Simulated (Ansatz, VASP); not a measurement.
TaN in VASP and in Ansatz

File INCAR:

```
SYSTEM = TaN
ALGO = Normal
EDIFF = 1E-8
ENCUT = 520
GGA = PS
ISIF = 2
ISMEAR = -1
LASPH = .True.
LCHARG = .False.
LEFG = .True.
LREAL = .False.
LWAVE = .False.
NBANDS = 24
NELM = 80
PREC = Accurate
SIGMA = 0.01
```

File KPOINTS:

```
k-points
0
Gamma
  9 9 5
  0 0 0
```

The input POSCAR:

```
TaN
1.0
    3.0601340589      0.0000000000      0.0000000000
   -1.5300670295      2.6501538341      0.0000000000
    0.0000000000      0.0000000000      4.9564120807
Ta N
2 2
Direct
    0.3333333333      0.6666666667      0.0000000000
    0.6666666667      0.3333333333      0.5000000000
    0.3333333333      0.6666666667      0.3850000000
    0.6666666667      0.3333333333      0.8850000000
```

Input for Ansatz:

```yaml
crystal:
  lattice:
    - [3.0601340589, 0.0, 0.0]
    - [-1.5300670295, 2.6501538341, 0.0]
    - [0.0, 0.0, 4.9564120807]
  atoms:
    - { symbol: Ta, position: [0.3333333333, 0.6666666667, 0.0] }
    - { symbol: Ta, position: [0.6666666667, 0.3333333333, 0.5] }
    - { symbol: "N", position: [0.3333333333, 0.6666666667, 0.385] }
    - { symbol: "N", position: [0.6666666667, 0.3333333333, 0.885] }
kpoints:
  mp_grid: { grid: [9, 9, 5] }
scf:
  occupations: { method: fermi_dirac, width: 0.01 }
hamiltonian:
  xc: pbesol
  pseudopotentials: { kind: all_electron, datasets: crystal }
output:
  forces: true
  stress: true
  eigenvalues: true
  efg: { contact_densities: true }
```

Change from the starting cell: volume scaled by 1.01, crystal datasets.

Alike in both runs: task electric field gradients; functional PBEsol; k mesh 9 × 9 × 5; occupations fermi-dirac, width 0.01 eV; no spin polarisation.

|  | VASP | Ansatz |
| --- | --- | --- |
| version | VASP 6.6.1 | Ansatz 0.2.0 |
| potentials or method | VASP PAW PBE potentials, release 64 (Ta_pv, N), cutoff 520 eV | all-electron PAW with datasets made for the crystal, scalar-relativistic |

```csv
,VASP,Ansatz,Ansatz less VASP
pressure (GPa),122.4,116.9,-5.51
"traceless stress, the component that is largest in VASP (GPa)",-16.05,-15.38,+0.665
rms of the force components (eV/Å),1.324,1.294,-0.0302
size of Vzz on the site where it differs most (V/Å²),121.0,116.9,-4.09
```

VASP's potentials were made for PBE, not for PBEsol. Atom by atom the forces differ by 0.030 eV/Å (rms over components). Both programs put the cell under a high pressure, so it lies far from rest at this level. Ansatz ran all-electron here, and VASP with PAW potentials.

Spin-orbit coupling is off throughout. Noted on VASP's run: the cell as given lies far from equilibrium.
